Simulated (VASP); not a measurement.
# CaO (Fm-3m) in VASP: further runs

CaO is run at these levels: PBEsol, HSE06, PBE; tasks: single point.

All numbers are computed with VASP 6.6.1; they aren't measurements. Logs are shortened: lines on timing, memory, paths and dates and some standing lists are left out, and cuts for length are marked.

**1. The cell of the first run**

Symmetry: Fm-3m, No. 225, cubic system. Conventional cell: a = 4.870 Å, b = 4.870 Å, c = 4.870 Å, α = 90.00°, β = 90.00°, γ = 90.00°. Ca (site symmetry m-3m) has 6 O at 2.44 Å within 3.2 Å. O (site symmetry m-3m) has 6 Ca at 2.44 Å within 3.2 Å.

**2. Single point, PBEsol**

INCAR

```
PREC = Accurate ; ENCUT = 520
EDIFF = 1E-6 ; ISMEAR = -1
SIGMA = 0.05 ; LREAL = F
LASPH = T ; NELM = 100
ALGO = Normal ; ISIF = 2
LWAVE = F ; LCHARG = F
GGA = PS ; NBANDS = 15
```

KPOINTS

```
regular mesh
0
Gamma
  10 10 10
```

POSCAR

```
CaO
1.0
    0.0000000000      2.4351850560      2.4351850560
    2.4351850560      0.0000000000      2.4351850560
    2.4351850560      2.4351850560      0.0000000000
Ca O
1 1
Direct
    0.0000000000      0.0000000000      0.0000000000
    0.5000000000      0.5000000000      0.5000000000
```

Potentials or basis: VASP PAW PBE potentials, release 64 (Ca_sv, O).

Command:

```sh
$ cat potpaw_PBE.64/Ca_sv/POTCAR potpaw_PBE.64/O/POTCAR > POTCAR
$ mpirun -np 1 vasp_std > vasp.out
```

OUTCAR:

```text
PREC = Accurate
   ENCUT = 520
   EDIFF = 1E-6
   ISMEAR = -1
   LREAL = F
   LASPH = T
   NELM = 100
   ISIF = 2
   GGA = PS

 ion  position               nearest neighbor table
   1  0.000  0.000  0.000-   2 2.44   2 2.44   2 2.44   2 2.44   2 2.44   2 2.44
   2  0.500  0.500  0.500-   1 2.44   1 2.44   1 2.44   1 2.44   1 2.44   1 2.44

  LATTYP: Found a face centered cubic cell.
 ALAT       =     4.8703701120

  Lattice vectors:

 A1 = (   0.0000000000,   2.4351850560,   2.4351850560)
 A2 = (   2.4351850560,   0.0000000000,   2.4351850560)
 A3 = (   2.4351850560,   2.4351850560,   0.0000000000)

Analysis of symmetry for initial positions (statically):
=====================================================================
 Subroutine PRICEL returns:
 Original cell was already a primitive cell.

 Routine SETGRP: Setting up the symmetry group for a
 face centered cubic supercell.

 Subroutine GETGRP returns: Found 48 space group operations
 (whereof 48 operations were pure point group operations)
 out of a pool of 48 trial point group operations.

The static configuration has the point symmetry O_h .

Analysis of symmetry for dynamics (positions and initial velocities):
=====================================================================
 Subroutine PRICEL returns:
 Original cell was already a primitive cell.

 Routine SETGRP: Setting up the symmetry group for a
 face centered cubic supercell.

 Subroutine GETGRP returns: Found 48 space group operations
 (whereof 48 operations were pure point group operations)
 out of a pool of 48 trial point group operations.

The dynamic configuration has the point symmetry O_h .

 Subroutine INISYM returns: Found 48 space group operations
 (whereof 48 operations are pure point group operations),
 and found     1 'primitive' translations

----------------------------------------------------------------------------------------

                                     Primitive cell

  volume of cell :      28.8819

  direct lattice vectors                    reciprocal lattice vectors
     0.000000000  2.435185056  2.435185056    -0.205323205  0.205323205  0.205323205
     2.435185056  0.000000000  2.435185056     0.205323205 -0.205323205  0.205323205
     2.435185056  2.435185056  0.000000000     0.205323205  0.205323205 -0.205323205

  length of vectors
     3.443871733  3.443871733  3.443871733     0.355630223  0.355630223  0.355630223

  position of ions in fractional coordinates (direct lattice)
     0.000000000  0.000000000  0.000000000
     0.500000000  0.500000000  0.500000000

  ion indices of the primitive-cell ions
   primitive index   ion index
                 1           1
                 2           2

----------------------------------------------------------------------------------------

 KPOINTS: regular mesh

Automatic generation of k-mesh.
 Grid dimensions read from file:
 generate k-points for:   10   10   10

 Generating k-lattice:

  Cartesian coordinates                     Fractional coordinates (reciprocal lattice)
    -0.020532320  0.020532320  0.020532320     0.100000000  0.000000000  0.000000000
     0.020532320 -0.020532320  0.020532320     0.000000000  0.100000000  0.000000000
     0.020532320  0.020532320 -0.020532320     0.000000000  0.000000000  0.100000000

  Length of vectors
     0.035563022  0.035563022  0.035563022

  Shift w.r.t. Gamma in fractional coordinates (k-lattice)
     0.000000000  0.000000000  0.000000000

 Subroutine IBZKPT returns following result:
 ===========================================

 Found     47 irreducible k-points:

 Following reciprocal coordinates:
            Coordinates               Weight
  0.000000  0.000000  0.000000      1.000000
  0.100000  0.000000  0.000000      8.000000
  0.200000  0.000000  0.000000      8.000000
  0.300000  0.000000  0.000000      8.000000
  0.400000  0.000000  0.000000      8.000000
  0.500000  0.000000  0.000000      4.000000
[... 16 lines left out ...]
  0.300000  0.300000  0.000000      6.000000
  0.400000  0.300000  0.000000     24.000000
 [... further k-points ...]
   k-points           NKPTS =     47   k-points in BZ     NKDIM =     47   number of bands    NBANDS=     15
   number of dos      NEDOS =    301   number of ions     NIONS =      2
   total plane-waves  NPLWV =  21952
   dimension x,y,z NGX =    28 NGY =   28 NGZ =   28
   dimension x,y,z NGXF=    56 NGYF=   56 NGZF=   56
   ions per type =               1   1
   NGX,Y,Z   is equivalent  to a cutoff of  13.52, 13.52, 13.52 a.u.
   NGXF,Y,Z  is equivalent  to a cutoff of  27.03, 27.03, 27.03 a.u.
 SYSTEM =  unknown system
   PREC   = accura    normal or accurate (medium, high low for compatibility)
   ISTART =      0    job   : 0-new  1-cont  2-samecut
   ICHARG =      2    charge: 1-file 2-atom 10-const
   ISPIN  =      1    spin polarized calculation?
   LNONCOLLINEAR =      F non collinear calculations
   LSORBIT =      F    spin-orbit coupling
   LASPH  =      T    aspherical Exc in radial PAW
   ENCUT  =  520.0 eV  38.22 Ry    6.18 a.u.   6.40  6.40  6.40*2*pi/ulx,y,z
   NELM   =    100;   NELMIN=  2; NELMDL= -5     # of ELM steps
   EDIFF  = 0.1E-05   stopping-criterion for ELM
   LREAL  =      F    real-space projection
   EDIFFG = 0.1E-04   stopping-criterion for IOM
   NSW    =      0    number of steps for IOM
   IBRION =     -1    ionic relax: 0-MD 1-quasi-New 2-CG
   NFREE  =      0    steps in history (QN), initial steepest desc. (CG)
   ISIF   =      2    stress and relaxation
   ISYM   =      2    0-nonsym 1-usesym 2-fastsym
   POTIM  = 0.5000    time-step for ionic-motion
   TEBEG  =    0.0;   TEEND  =   0.0 temperature during run
   PSTRESS=    0.0 pullay stress
   NELECT =      16.0000    total number of electrons
   NUPDOWN=      -1.0000    fix difference up-down
   EMIN   =  10.00;   EMAX   =-10.00  energy-range for DOS
   EFERMI =   0.00;   METHOD = LEGACY
   ISMEAR =    -1;   SIGMA  =   0.05  broadening in eV -4-tet -1-fermi 0-gaus
   EFERMI_NEDOS =   21; number of points for ismear=-14 and -15
   IALGO  =     38    algorithm
   IMIX   =      4    mixing-type and parameters
     AMIX     =   0.40;   BMIX     =  1.00
     AMIX_MAG =   1.60;   BMIX_MAG =  1.00
  volume/ion in A,a.u.               =      14.44        97.45
  Fermi-wavevector in a.u.,A,eV,Ry     =   1.344537  2.540807 24.596348  1.807781
  Thomas-Fermi vector in A             =   2.472523
   LORBIT       =      0    0 simple, 1 ext, 2 COOP (PROOUT), +10 PAW based schemes
   GGA     = PS    functional components
   LHFCALC =     F    Hartree Fock is set to
   AEXX    =    0.0000 exact exchange contribution
   IVDW    =     0    specifies the selected vdW correction
   LEPSILON=     F    determine dielectric tensor
   LRPA    =     F    only Hartree local field effects (RPA)
 non-spin polarized calculation
  energy-cutoff  :      520.00
  volume of cell :       28.88
 maximum number of plane-waves:       794
 NGX is ok and might be reduce to    28
   NGX = 13   NGY = 13   NGZ = 13

 number of electron      16.0000003 magnetization

 Free energy of the ion-electron system (eV)
  ---------------------------------------------------
  ext. energy  EPLUGINS =         0.00000000
  ---------------------------------------------------
  free energy    TOTEN  =       -13.38086988 eV

  energy without entropy =      -13.38086988  energy(sigma->0) =      -13.38086988

 E-fermi :   2.9503     XC(G=0): -10.5402

 val. band max:        1.9746960072   @ k =   0.0000   0.0000   0.0000
 cond. band min:       5.5233926333   @ k =   0.5000   0.5000   0.0000
 fundamental gap:      3.5486966261
 Fermi energy:         2.9502821837

 k-point     1 :       0.0000    0.0000    0.0000
  band No.  band energies     occupation
      1     -35.5741      2.00000
      2     -16.4419      2.00000
      3     -16.4419      2.00000
      4     -16.4419      2.00000
      5     -13.3926      2.00000
      6       1.9747      2.00000
      7       1.9747      2.00000
      8       1.9747      2.00000
      9       6.2291      0.00000
     10       8.0737      0.00000
     11       8.0737      0.00000
     12       8.0737      0.00000
     13       9.5403      0.00000
     14       9.5403      0.00000
     15      16.5633      0.00000

 k-point     2 :       0.1000    0.0000    0.0000
  band No.  band energies     occupation
      1     -35.5657      2.00000
      2     -16.5625      2.00000
      3     -16.4468      2.00000
      4     -16.4468      2.00000
      5     -13.2644      2.00000
      6       1.6097      2.00000
      7       1.8431      2.00000
      8       1.8431      2.00000
      9       6.6902      0.00000
     10       8.0330      0.00000
     11       8.2396      0.00000
     12       8.2396      0.00000
     13       9.7683      0.00000
     14       9.7683      0.00000
     15      16.9549      0.00000

 k-point     3 :       0.2000    0.0000    0.0000
  band No.  band energies     occupation
      1     -35.5435      2.00000
      2     -16.8418      2.00000
      3     -16.4595      2.00000
      4     -16.4595      2.00000
      5     -12.9638      2.00000
      6       0.8450      2.00000
      7       1.5266      2.00000
      8       1.5266      2.00000
      9       7.6970      0.00000
     10       8.0685      0.00000
     11       8.6980      0.00000
     12       8.6980      0.00000
     13      10.3607      0.00000
     14      10.3607      0.00000
     15      17.5154      0.00000

 k-point     4 :       0.3000    0.0000    0.0000
  band No.  band energies     occupation
      1     -35.5158      2.00000
      2     -17.1383      2.00000
      3     -16.4750      2.00000
      4     -16.4750      2.00000
      5     -12.6383      2.00000
      6       0.0906      2.00000
      7       1.1789      2.00000
      8       1.1789      2.00000
      9       8.1974      0.00000
     10       8.9143      0.00000
     11       9.3271      0.00000
     12       9.3271      0.00000
     13      11.1173      0.00000
     14      11.1173      0.00000
     15      16.9892      0.00000
[... 307 lines left out ...]
 k-point    22 :      -0.2000    0.2000    0.0000
  band No.  band energies     occupation
      1     -35.5066      2.00000
      2     -17.0856      2.00000
      3     -16.6013      2.00000
      4     -16.4663      2.00000
      5     -12.6576      2.00000
      6       0.1033      2.00000
      7       1.0375      2.00000
      8       1.3590      2.00000
      9       7.9665      0.00000
     10       8.7533      0.00000
     11       9.1519      0.00000
     12       9.9092      0.00000
     13      11.2965      0.00000
     14      11.5932      0.00000
     15      17.4413      0.00000

 k-point    23 :       0.3000    0.3000    0.0000
  band No.  band energies     occupation
      1     -35.4977      2.00000
      2     -16.9566      2.00000
      3     -16.5770      2.00000
      4     -16.5770      2.00000
      5     -12.9159      2.00000
      6       0.2546      2.00000
      7       1.6306      2.00000
      8       1.6306      2.00000
      9       6.2139      0.00000
     10       8.6497      0.00000
     11      10.2496      0.00000
     12      10.3511      0.00000
     13      10.3511      0.00000
     14      12.0137      0.00000
     15      18.4782      0.00000

 k-point    24 :       0.4000    0.3000    0.0000
  band No.  band energies     occupation
      1     -35.4804      2.00000
      2     -17.0140      2.00000
      3     -16.6220      2.00000
      4     -16.5978      2.00000
      5     -12.9116      2.00000
      6       0.3019      2.00000
      7       1.4217      2.00000
      8       1.5224      2.00000
      9       6.1761      0.00000
     10       9.2525      0.00000
     11      10.5546      0.00000
     12      10.6265      0.00000
     13      10.7760      0.00000
     14      12.3741      0.00000
     15      16.8890      0.00000

 [... further k-points ...]

------------------------ aborting loop because EDIFF is reached ----------------------------------------

  FORCE on cell =-STRESS in cart. coord.  units (eV):
  Direction    XX          YY          ZZ          XY          YZ          ZX
  --------------------------------------------------------------------------------------
  -------------------------------------------------------------------------------------
  Total       -1.0763743     -1.0763743     -1.0763743      0.0000000      0.0000000      0.0000000
  in kB      -59.7101289    -59.7101289    -59.7101289      0.0000000      0.0000000      0.0000000
  external PRESSURE =     -59.7101289 kB  Pullay stress =       0.0000000 kB

 VOLUME and BASIS-vectors are now :
 -----------------------------------------------------------------------------
  energy-cutoff  :      520.00
  volume of cell :       28.88
      direct lattice vectors                 reciprocal lattice vectors
     0.000000000  2.435185056  2.435185056    -0.205323205  0.205323205  0.205323205
     2.435185056  0.000000000  2.435185056     0.205323205 -0.205323205  0.205323205
     2.435185056  2.435185056  0.000000000     0.205323205  0.205323205 -0.205323205

 POSITION                                       TOTAL-FORCE (eV/Angst)
 -----------------------------------------------------------------------------------
      0.00000      0.00000      0.00000         0.000000     -0.000000      0.000000
      2.43519      2.43519      2.43519        -0.000000      0.000000      0.000000
 -----------------------------------------------------------------------------------
    total drift:                                0.000000      0.000000      0.000000

  FREE ENERGIE OF THE ION-ELECTRON SYSTEM (eV)
  ---------------------------------------------------
  free  energy   TOTEN  =       -13.3808698814 eV

  energy  without entropy=      -13.3808698813  energy(sigma->0) =      -13.38086988
```

Run time: 21 s. Hardware: 1 thread of AMD EPYC 7R43 (Zen 3), shared host; peak memory 0.13 GiB.

Results:

```yaml
Free_energy: -13.3809 eV
Pressure: -6.0 GPa
Band_gap_on_the_k_mesh: 3.55 eV, indirect (least direct gap 3.93 eV)
```

Levels at points of the mesh, in eV from the valence-band top:
```tsv
k point	band 4	band 5	band 6	band 7	band 8	band 9	band 10	band 11	band 12	band 13
(0.00, 0.00, 0.00)	-18.42	-15.37	0.00	0.00	0.00	4.25	6.10	6.10	6.10	7.57
(0.50, 0.00, 0.00)	-18.47	-14.29	-2.60	-1.14	-1.14	6.83	8.04	8.16	8.16	10.15
(0.50, 0.50, 0.00)	-18.62	-15.12	-1.34	-0.39	-0.39	3.55	7.75	8.70	9.33	9.33
```

Caveat: the PAW data sets were made with another functional, which shifts forces and pressure a little.

**3. Single point, PBEsol**

This run uses another cell than the first one, of 14.72 Å³/atom, 1.019 times its volume.

INCAR

```
PREC = Accurate ; ENCUT = 520
EDIFF = 1E-7 ; ISMEAR = -1
SIGMA = 0.05 ; LREAL = False
LASPH = True ; NELM = 80
ALGO = Normal ; ISIF = 2
LWAVE = False ; LCHARG = True
GGA = PS ; LELF = True
LVHAR = True ; NBANDS = 15
```

KPOINTS

```
Automatic mesh
0
Gamma
  10 10 10
```

POSCAR

```
CaO
1.0
    0.0000000000      2.4506962070      2.4506962070
    2.4506962070      0.0000000000      2.4506962070
    2.4506962070      2.4506962070      0.0000000000
Ca O
1 1
Direct
    0.0000000000      0.0000000000      0.0000000000
    0.5000000000      0.5000000000      0.5000000000
```

Potentials or basis: VASP PAW PBE potentials, release 64 (Ca_sv, O).

Command:

```sh
$ cat potpaw_PBE.64/Ca_sv/POTCAR potpaw_PBE.64/O/POTCAR > POTCAR
$ mpirun -np 1 vasp_std > vasp.out
```

Run time: 22 s. Hardware: 1 thread of AMD EPYC 7R43 (Zen 3), shared host; peak memory 0.13 GiB.

Results (log left out):

```
Free energy            : -13.3580 eV
Pressure               : -7.6 GPa
Band gap on the k mesh : 3.55 eV, indirect (least direct gap 3.94 eV)
```

Levels at points of the mesh, in eV from the valence-band top:
```csv
k point,band 5,band 6,band 7,band 8,band 9,band 10,band 11,band 12
"(0.00, 0.00, 0.00)",-15.33,0.00,0.00,0.00,4.11,6.05,6.05,6.05
"(0.50, 0.00, 0.00)",-14.32,-2.56,-1.11,-1.11,6.75,7.90,8.06,8.06
"(0.50, 0.50, 0.00)",-15.09,-1.34,-0.39,-0.39,3.55,7.62,8.59,9.20
```

Caveat: the PAW data sets were made with another functional, which shifts forces and pressure a little.

**4. Single point, HSE06**

This run uses another cell than the first one, of 13.89 Å³/atom, 0.962 times its volume.

POSCAR

```
CaO
1.0
    0.0000000000      2.4035556960      2.4035556960
    2.4035556960      0.0000000000      2.4035556960
    2.4035556960      2.4035556960      0.0000000000
Ca O
1 1
Direct
    0.0000000000      0.0000000000      0.0000000000
    0.5000000000      0.5000000000      0.5000000000
```

INCAR.step1

```
SYSTEM = CaO
PREC = Accurate
ENCUT = 520
EDIFF = 1E-5
ISMEAR = -1
SIGMA = 0.05
LREAL = .FALSE.
LASPH = .TRUE.
NELM = 80
ALGO = Normal
ISIF = 2
LWAVE = .TRUE.
LCHARG = .FALSE.
GGA = PE
NBANDS = 15
```

INCAR.step2

```
SYSTEM = CaO
PREC = Accurate
ENCUT = 520
EDIFF = 1E-7
ISMEAR = -1
SIGMA = 0.05
LREAL = .FALSE.
LASPH = .TRUE.
NELM = 80
ALGO = Normal
ISIF = 2
LWAVE = .FALSE.
LCHARG = .FALSE.
GGA = PE
LHFCALC = .TRUE.
HFSCREEN = 0.2079
PRECFOCK = Normal
ISTART = 1
NBANDS = 15
```

KPOINTS

```
regular mesh
0
G
  5 5 5
  0 0 0
```

Command:

```sh
$ cat potpaw_PBE.64/Ca_sv/POTCAR potpaw_PBE.64/O/POTCAR > POTCAR
$ cp INCAR.step1 INCAR
$ mpirun -np 1 vasp_std > vasp.out
$ cp INCAR.step2 INCAR
$ mpirun -np 1 vasp_std > vasp.out
```

It took 6.2 min on 1 thread of Intel Xeon Platinum 8559C (Emerald Rapids), shared host; peak memory 0.25 GiB.

The run converged. Its results:

* Free energy: -14.8780 eV
* Pressure: 0.1 GPa
* Band gap on the k mesh: 5.49 eV, indirect (least direct gap 5.91 eV)

Levels at points of the mesh, in eV from the valence-band top:
```tsv
k point	band 6	band 7	band 8	band 9	band 10	band 11
(0.00, 0.00, 0.00)	0.00	0.00	0.00	6.22	8.19	8.19
```

Caveat: the k points lie up to 0.45 Å⁻¹ apart; the PAW data sets were made with another functional, which shifts forces and pressure a little.

**5. Single point, PBE**

This run uses another cell than the first one, of 13.89 Å³/atom, 0.962 times its volume.

INCAR

```
SYSTEM = CaO
PREC     = Accurate       ! precision mode
ENCUT    = 520            ! plane-wave cutoff, eV
EDIFF    = 1E-6           ! SCF threshold, eV
ISMEAR   = -1             ! smearing method
SIGMA    = 0.03           ! smearing width, eV
LREAL    = .FALSE.        ! projectors in reciprocal space
LASPH    = .TRUE.         ! aspherical terms in the spheres
NELM     = 80             ! most SCF steps
ALGO     = Normal         ! electronic algorithm
ISIF     = 2              ! what is computed and relaxed
LWAVE    = .FALSE.        ! write WAVECAR
LCHARG   = .TRUE.         ! write CHGCAR
GGA      = PE             ! functional
LELF     = .TRUE.         ! ELF
LVHAR    = .TRUE.       
NBANDS   = 15             ! bands
```

KPOINTS

```
Automatic mesh
0
G
  5 5 5
  0 0 0
```

POSCAR is that of step 4.

Command:

```sh
$ cat potpaw_PBE.64/Ca_sv/POTCAR potpaw_PBE.64/O/POTCAR > POTCAR
$ mpirun -np 1 vasp_std > vasp.out
```

Wall time 9.3 s (1 thread of Intel Xeon 8259CL, shared host); peak memory 0.15 GiB.

Results (log left out):

| Item | Value |
| --- | --- |
| Free energy | -12.8007 eV |
| Pressure | 2.2 GPa |
| Band gap on the k mesh | 3.82 eV, indirect (least direct gap 4.19 eV) |

Levels at points of the mesh, in eV from the valence-band top:
```tsv
k point	band 6	band 7	band 8	band 9	band 10	band 11
(0.00, 0.00, 0.00)	0.00	0.00	0.00	4.71	6.22	6.22
```

Caveat: the k points lie up to 0.45 Å⁻¹ apart. PBE gaps usually lie below the measured ones, often by a third to a half.

**6. Overview**

| level | cell | k mesh | smearing | grid for exact exchange (PRECFOCK) | screening parameter | gap on the mesh (eV) | pressure (GPa) |
| --- | --- | --- | --- | --- | --- | --- | --- |
| PBEsol | a = 3.444 Å, angles 60.0°, 2 atoms | 10 × 10 × 10 | fermi-dirac 0.05 eV | - | - | 3.55 | -6.0 |
| PBEsol | a = 3.466 Å, angles 60.0°, 2 atoms | 10 × 10 × 10 | fermi-dirac 0.05 eV | - | - | 3.55 | -7.6 |
| HSE06 | a = 3.399 Å, angles 60.0°, 2 atoms | 5 × 5 × 5 | fermi-dirac 0.05 eV | Normal | 0.2079 1/Å | 5.49 | 0.1 |
| PBE | a = 3.399 Å, angles 60.0°, 2 atoms | 5 × 5 × 5 | fermi-dirac 0.03 eV | - | - | 3.82 | 2.2 |

Alike in all rows: task single point; potentials or basis VASP PAW PBE potentials, release 64 (Ca_sv, O); no spin polarisation; cutoff (eV) 520.

Caveats: some runs use coarse meshes; the PAW data sets were made with another functional, which shifts forces and pressure a little (some runs).

Total energies depend on the potentials used, so only differences within one code and one set of settings carry meaning.
